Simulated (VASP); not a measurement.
Wanted: the native input for a VASP 6.6.1 run.

```yaml
Task: single point
Functional: PBE
Potentials_or_basis: VASP PAW PBE potentials, release 64 (Ga_d, As, Se)
Cutoff: 500 eV
k_mesh: 2 × 2 × 2
Occupations: gaussian, width 0.15 eV
Spin: no spin polarisation
Dipole_correction: no
Further_INCAR_settings: ALGO = Normal; EDIFF = 1e-06; NBANDS = 47
```

The structure of GaAsSe3 lies in POSCAR:

```
GaAsSe3
1.0
    6.7182597543      0.0000000028      0.0000000000
   -3.3591298796      5.8181836151      0.0000000000
    0.0000000000      0.0000000000      6.5532282643
Ga As Se
2 2 6
Direct
    0.6666666667      0.3333333333      0.2500000000
    0.3333333333      0.6666666667      0.7500000000
    0.0000000000      0.0000000000      0.5000000000
    0.0000000000      0.0000000000      0.0000000000
    0.3548020237      0.1774010119      0.7500000000
    0.6451979763      0.8225989881      0.2500000000
    0.8225989881      0.1774010119      0.7500000000
    0.1774010119      0.8225989881      0.2500000000
    0.8225989881      0.6451979763      0.7500000000
    0.1774010119      0.3548020237      0.2500000000
```

The cell was built from a structure type or drawn by symmetry, and may not be a known phase.

These files were run (other wordings do the same):

INCAR

```
SYSTEM = GaAsSe3
PREC = Accurate
ENCUT = 500
EDIFF = 1E-6
ISMEAR = 0
SIGMA = 0.15
LREAL = .False.
LASPH = .True.
NELM = 120
ALGO = Normal
ISIF = 2
LWAVE = .False.
LCHARG = .False.
GGA = PE
NBANDS = 47
GGA_COMPAT = .False.
```

KPOINTS

```
regular mesh
0
Gamma
  2 2 2
  0 0 0
```

Potentials or basis: VASP PAW PBE potentials, release 64 (Ga_d, As, Se).

Run with:

```bash
$ cat potpaw_PBE.64/Ga_d/POTCAR potpaw_PBE.64/As/POTCAR potpaw_PBE.64/Se/POTCAR > POTCAR
$ mpirun -np 1 vasp_std > vasp.out
```

Results of the run:

The pressure is 0.3 GPa. The largest force is 0.006 eV/Å and the band gap on the k mesh is zero (bands 36 and 37 overlap by 0.19 eV).

Caveat: the k points lie up to 0.54 Å⁻¹ apart.

Wall time 34 s on 1 thread of Intel(R) Xeon(R) 6975P-C (Granite Rapids) (shared host), peak memory 0.36 GiB.
